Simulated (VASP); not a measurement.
Set up this calculation in VASP 6.6.1, as the native input.

```yaml
Task: single point
Functional: PBE
Potentials_or_basis: VASP PAW PBE potentials, release 64 (Pt)
Cutoff: 520 eV
k_mesh: 10 × 10 × 10
Occupations: methfessel-paxton, width 0.05 eV
Spin: no spin polarisation
Dipole_correction: no
Further_INCAR_settings: ALGO = Normal; EDIFF = 1e-07; NBANDS = 11
```

The structure of Pt lies in POSCAR:

```
Pt
1.0
    0.0000000000      2.0056264069      2.0056264069
    2.0056264069      0.0000000000      2.0056264069
    2.0056264069      2.0056264069      0.0000000000
Pt
1
Direct
    0.0000000000      0.0000000000      0.0000000000
```

The input as run:

INCAR

```
  ALGO = Normal
  EDIFF = 1E-7
  ENCUT = 520
  GGA = PE
  ISIF = 2
  ISMEAR = 1
  LASPH = True
  LCHARG = False
  LREAL = False
  LWAVE = False
  NBANDS = 11
  NELM = 100
  PREC = Accurate
  SIGMA = 0.05
```

KPOINTS

```
k-points
0
Gamma
  10 10 10
```

Potentials or basis: VASP PAW PBE potentials, release 64 (Pt).

Command:

```sh
$ cat potpaw_PBE.64/Pt/POTCAR > POTCAR
$ mpirun -np 1 vasp_std > vasp.out
```

Results of the run:

```yaml
Pressure: -7.6 GPa
Band_gap_on_the_k_mesh: zero (band 5 reaches 10.43 eV, above the bottom of band 6 at 8.48 eV)
```

Caveat: spin-orbit coupling is left out, which moves the levels of the heavy elements.

It took 12 s on 1 thread of AMD EPYC 7R13, on a shared host, peak memory 0.11 GiB.
